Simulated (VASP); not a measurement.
# Te2Mo in VASP: further runs

Runs on Te2Mo. Level: PBEsol. Tasks: single point, relaxation of the atoms, relaxation of cell and atoms.

Everything below comes from runs of VASP 6.6.1. Logs are shortened: lines on timing, memory, paths and dates and some standing lists are left out, and cuts for length are marked.

## 1. The cell of the first run

The cell holds a slab with vacuum, 3 atoms: a = 3.560 Å, b = 3.560 Å, c = 17.524 Å, α = 90.00°, β = 90.00°, γ = 120.00°.

## 2. Single point, PBEsol (one atom moved)

The input, INCAR:

```
SYSTEM = Te2Mo
  PREC = Accurate
  ENCUT = 520
  EDIFF = 1E-6
  ISMEAR = 0
  SIGMA = 0.02
  LREAL = .FALSE.
  LASPH = .TRUE.
  NELM = 80
  ALGO = Normal
  ISIF = 2
  LWAVE = .FALSE.
  LCHARG = .FALSE.
  GGA = PS
  NBANDS = 20
```

The input, KPOINTS:

```
regular mesh
0
G
  9 9 2
  0 0 0
```

The input, POSCAR:

```
Te2Mo
1.0
    3.5602328140      0.0000000000      0.0000000000
   -1.7801164070      3.0832520603      0.0000000000
    0.0000000000      0.0000000000     17.5240578200
Te Mo
2 1
Direct
    0.3333333300      0.6666666700      0.8978554500
    0.3333333300      0.6666666700      0.1021445500
    0.0126396228      0.0000000000      0.0000000000
```

Potentials or basis: VASP PAW PBE potentials, release 64 (Te, Mo_sv).

The run is started by

```bash
cat potpaw_PBE.64/Te/POTCAR potpaw_PBE.64/Mo_sv/POTCAR > POTCAR
mpirun -np 1 vasp_std > vasp.out
```

OUTCAR:

```text
SYSTEM = Te2Mo
   PREC = Accurate
   ENCUT = 520
   EDIFF = 1E-6
   ISMEAR = 0
   LREAL = .FALSE.
   LASPH = .TRUE.
   NELM = 80
   ISIF = 2
   GGA = PS

 ion  position               nearest neighbor table
   1  0.333  0.667  0.898-   3 2.70   3 2.73   3 2.76   2 3.58
   2  0.333  0.667  0.102-   3 2.70   3 2.73   3 2.76   1 3.58
   3  0.013  0.000  0.000-   1 2.70   2 2.70   1 2.73   2 2.73   1 2.76   2 2.76

  LATTYP: Found a hexagonal cell.
 ALAT       =     3.5602328140
 C/A-ratio  =     4.9221662558

  Lattice vectors:

 A1 = (   3.5602328140,   0.0000000000,   0.0000000000)
 A2 = (  -1.7801164070,   3.0832520603,   0.0000000000)
 A3 = (   0.0000000000,   0.0000000000,  17.5240578200)

Analysis of symmetry for initial positions (statically):
=====================================================================
 Subroutine PRICEL returns:
 Original cell was already a primitive cell.

 Routine SETGRP: Setting up the symmetry group for a
 hexagonal supercell.

 Subroutine GETGRP returns: Found  2 space group operations
 (whereof  2 operations were pure point group operations)
 out of a pool of 24 trial point group operations.

The static configuration has the point symmetry C_1h.

Analysis of symmetry for dynamics (positions and initial velocities):
=====================================================================
 Subroutine PRICEL returns:
 Original cell was already a primitive cell.

 Routine SETGRP: Setting up the symmetry group for a
 hexagonal supercell.

 Subroutine GETGRP returns: Found  2 space group operations
 (whereof  2 operations were pure point group operations)
 out of a pool of 24 trial point group operations.

The dynamic configuration has the point symmetry C_1h.

 Subroutine INISYM returns: Found  2 space group operations
 (whereof  2 operations are pure point group operations),
 and found     1 'primitive' translations

----------------------------------------------------------------------------------------

                                     Primitive cell

  volume of cell :     192.3633

  direct lattice vectors                    reciprocal lattice vectors
     3.560232814  0.000000000  0.000000000     0.280880508  0.162166437  0.000000000
    -1.780116407  3.083252060  0.000000000     0.000000000  0.324332873  0.000000000
     0.000000000  0.000000000 17.524057820     0.000000000  0.000000000  0.057064409

  length of vectors
     3.560232814  3.560232814 17.524057820     0.324332873  0.324332873  0.057064409

  position of ions in fractional coordinates (direct lattice)
[... 81 lines left out ...]
   EDIFF  = 0.1E-05   stopping-criterion for ELM
   LREAL  =      F    real-space projection
   EDIFFG = 0.1E-04   stopping-criterion for IOM
   NSW    =      0    number of steps for IOM
   IBRION =     -1    ionic relax: 0-MD 1-quasi-New 2-CG
   NFREE  =      0    steps in history (QN), initial steepest desc. (CG)
   ISIF   =      2    stress and relaxation
   ISYM   =      2    0-nonsym 1-usesym 2-fastsym
   POTIM  = 0.5000    time-step for ionic-motion
   TEBEG  =    0.0;   TEEND  =   0.0 temperature during run
   PSTRESS=    0.0 pullay stress
   NELECT =      26.0000    total number of electrons
   NUPDOWN=      -1.0000    fix difference up-down
   EMIN   =  10.00;   EMAX   =-10.00  energy-range for DOS
   EFERMI =   0.00;   METHOD = LEGACY
   ISMEAR =     0;   SIGMA  =   0.02  broadening in eV -4-tet -1-fermi 0-gaus
   EFERMI_NEDOS =   21; number of points for ismear=-14 and -15
   IALGO  =     38    algorithm
   IMIX   =      4    mixing-type and parameters
     AMIX     =   0.40;   BMIX     =  1.00
     AMIX_MAG =   1.60;   BMIX_MAG =  1.00
  volume/ion in A,a.u.               =      64.12       432.71
  Fermi-wavevector in a.u.,A,eV,Ry     =   0.840153  1.587660  9.603777  0.705858
  Thomas-Fermi vector in A             =   1.954489
   LORBIT       =      0    0 simple, 1 ext, 2 COOP (PROOUT), +10 PAW based schemes
   GGA     = PS    functional components
   LHFCALC =     F    Hartree Fock is set to
   AEXX    =    0.0000 exact exchange contribution
   IVDW    =     0    specifies the selected vdW correction
   LEPSILON=     F    determine dielectric tensor
   LRPA    =     F    only Hartree local field effects (RPA)
 non-spin polarized calculation
 Gauss-broadening in eV      SIGMA  =   0.02
  energy-cutoff  :      520.00
  volume of cell :      192.36
 maximum number of plane-waves:      5262
   NGX = 13   NGY = 13   NGZ = 65

 number of electron      26.0000001 magnetization

 Free energy of the ion-electron system (eV)
  ---------------------------------------------------
  ext. energy  EPLUGINS =         0.00000000
  ---------------------------------------------------
  free energy    TOTEN  =       -19.57196770 eV

  energy without entropy =      -19.57196770  energy(sigma->0) =      -19.57196770

 E-fermi :   0.1372     XC(G=0):  -4.7508

 val. band max:        0.0036406696   @ k =   0.3333   0.3333   0.5000
 cond. band min:       1.0505394649   @ k =   0.3333   0.3333   0.0000
 fundamental gap:      1.0468987953
 Fermi energy:         0.1372182998

 k-point     1 :       0.0000    0.0000    0.0000
  band No.  band energies     occupation
      1     -60.5710      2.00000
      2     -34.7450      2.00000
      3     -34.6503      2.00000
      4     -34.6381      2.00000
      5     -12.5493      2.00000
      6     -11.5618      2.00000
[... 541 lines left out ...]
     19       6.5041      0.00000
     20       6.6302      0.00000

 [... further k-points ...]

------------------------ aborting loop because EDIFF is reached ----------------------------------------

  FORCE on cell =-STRESS in cart. coord.  units (eV):
  Direction    XX          YY          ZZ          XY          YZ          ZX
  --------------------------------------------------------------------------------------
  -------------------------------------------------------------------------------------
  Total       -1.5646149     -1.5601637     -0.4755148     -0.2934473      0.0000000      0.0000000
  in kB      -13.0315456    -12.9944721     -3.9605227     -2.4440980      0.0000000      0.0000000
  external PRESSURE =      -9.9955135 kB  Pullay stress =       0.0000000 kB

 VOLUME and BASIS-vectors are now :
 -----------------------------------------------------------------------------
  energy-cutoff  :      520.00
  volume of cell :      192.36
      direct lattice vectors                 reciprocal lattice vectors
     3.560232814  0.000000000  0.000000000     0.280880508  0.162166437  0.000000000
    -1.780116407  3.083252060  0.000000000     0.000000000  0.324332873  0.000000000
     0.000000000  0.000000000 17.524057820     0.000000000  0.000000000  0.057064409

 POSITION                                       TOTAL-FORCE (eV/Angst)
 -----------------------------------------------------------------------------------
     -0.00000      2.05550     15.73407         0.309549     -0.004940      0.129710
     -0.00000      2.05550      1.78999         0.309549     -0.004940     -0.129710
      0.04500      0.00000      0.00000        -0.619098      0.009881      0.000000
 -----------------------------------------------------------------------------------
    total drift:                               -0.000123      0.000008     -0.000000

  FREE ENERGIE OF THE ION-ELECTRON SYSTEM (eV)
  ---------------------------------------------------
  free  energy   TOTEN  =       -19.5719676995 eV

  energy  without entropy=      -19.5719676995  energy(sigma->0) =      -19.57196770
```

OSZICAR:

```text
N       E                     dE             d eps       ncg     rms          rms(c)
DAV:   1     0.131789793710E+03    0.13179E+03   -0.11517E+04  4376   0.104E+03
DAV:   2    -0.114762759109E+02   -0.14327E+03   -0.13967E+03  4436   0.223E+02
DAV:   3    -0.201629183761E+02   -0.86866E+01   -0.85992E+01  4388   0.452E+01
[... 13 lines left out ...]
DAV:  17    -0.195718984942E+02   -0.63143E-04   -0.40425E-06  3848   0.747E-03    0.543E-03
DAV:  18    -0.195719507505E+02   -0.52256E-04   -0.15261E-06  3116   0.426E-03    0.351E-03
DAV:  19    -0.195719620870E+02   -0.11336E-04   -0.43551E-07  2784   0.190E-03    0.137E-03
DAV:  20    -0.195719673260E+02   -0.52391E-05   -0.23618E-07  2840   0.122E-03    0.111E-03
DAV:  21    -0.195719676995E+02   -0.37344E-06   -0.15923E-08  2436   0.625E-04
   1 F= -.19571968E+02 E0= -.19571968E+02  d E =-.117886E-22
```

stdout:

```text
POSCAR found type information on POSCAR TeMo
 POSCAR found :  2 types and       3 ions
 scaLAPACK will be used
 -----------------------------------------------------------------------------
|                                                                             |
|                                                                             |
|     You enforced a specific xc type in the INCAR file but a different       |
|     I HOPE YOU KNOW WHAT YOU ARE DOING!                                     |
|                                                                             |
 -----------------------------------------------------------------------------

 LDA part: xc-table for (Slater+PW92), standard interpolation
 POSCAR, INCAR and KPOINTS ok, starting setup
 FFT: planning ... GRIDC
 FFT: planning ... GRID_SOFT
 FFT: planning ... GRID
 WAVECAR not read
 entering main loop
```

It took 12 min on 1 thread of Intel Xeon 8259CL, shared host; peak memory 0.53 GiB.

Results:

| Property | Result |
| --- | --- |
| Free energy | -19.5720 eV |
| Largest force | 0.619 eV/Å |
| Band gap on the k mesh | 1.05 eV |

Forces in eV/Å, atoms in the order of the input:
```
Te   0.310 -0.005  0.130
Te   0.310 -0.005 -0.130
Mo  -0.619  0.010  0.000
```

Caveat: the cell differs from its parent crystal (one atom moved); there is no dipole correction, which matters where the two faces differ; the PAW data sets were made with another functional, which shifts forces and pressure a little; spin-orbit coupling is left out, which moves the levels of the heavy elements.

## 3. Relaxation of the atoms, PBEsol (strain along c alone, the other axes held: +4.5 %)

The input, INCAR:

```
SYSTEM = Te2Mo
ALGO = Normal
EDIFF = 1E-6
EDIFFG = -0.008
ENCUT = 520
GGA = PS
IBRION = 2
ISIF = 2
ISMEAR = 0
LASPH = .True.
LCHARG = .False.
LREAL = .False.
LWAVE = .False.
NELM = 100
NSW = 60
PREC = Accurate
SIGMA = 0.02
```

The input, KPOINTS:

```
k-points
0
Gamma
  12 12 2
  0 0 0
```

The input, POSCAR:

```
Te2Mo
1.0
    3.4910750445      0.0000000000      0.0000000000
   -1.7455375222      3.0233596750      0.0000000000
    0.0000000000      0.0000000000     18.3151129245
Te Mo
2 1
Direct
    0.3333333333      0.6666666667      0.9001019060
    0.3333333333      0.6666666667      0.0998980940
    0.0000000000      0.0000000000      0.0000000000
```

Potentials or basis: VASP PAW PBE potentials, release 64 (Te, Mo_sv).

The run is started by

```bash
cat potpaw_PBE.64/Te/POTCAR potpaw_PBE.64/Mo_sv/POTCAR > POTCAR
mpirun -np 1 vasp_std > vasp.out
```

It took 3.6 min on 1 thread of AMD EPYC 9R45 (Zen 5), shared host; peak memory 0.38 GiB.

It converged, with:

```yaml
Free_energy: -19.6145 eV
Energy_gained_by_relaxing: 2.7 meV/atom
Ionic_steps: 3
Band_gap_on_the_k_mesh: 1.20 eV
```

The path:
```tsv
step	energy change (eV)	largest force (eV/Å)	pressure (GPa)
1	0.0000	0.3299	-0.58
2	-0.0071	0.1153	-0.20
3	-0.0081	0.0016	-0.01
```

Final structure:
```
Te Mo
1.0
     3.49108    0.00000    0.00000
    -1.74554    3.02336    0.00000
     0.00000    0.00000   18.31511
Te Mo
2 1
Direct
  0.33333 0.66667 0.90141
  0.33333 0.66667 0.09859
  0.00000 0.00000 0.00000
```

Levels at points of the mesh, in eV from the valence-band top:
```csv
k point,band 9,band 10,band 11,band 12,band 13,band 14,band 15,band 16,band 17
"(0.00, 0.00, 0.00)",-1.63,-1.63,-0.82,-0.82,-0.57,3.28,3.28,3.58,3.58
"(0.50, 0.00, 0.00)",-3.38,-2.30,-1.69,-0.78,-0.19,1.54,1.84,3.37,3.83
"(0.00, 0.00, 0.50)",-1.63,-1.63,-0.82,-0.82,-0.57,3.28,3.28,3.58,3.58
"(0.50, 0.00, 0.50)",-3.38,-2.30,-1.69,-0.78,-0.19,1.54,1.84,3.37,3.83
```

Caveat: the cell differs from its parent crystal (strain along c alone, the other axes held: +4.5 %); there is no dipole correction, which matters where the two faces differ; the PAW data sets were made with another functional, which shifts forces and pressure a little; spin-orbit coupling is left out, which moves the levels of the heavy elements.

[end of part 1 of 2]
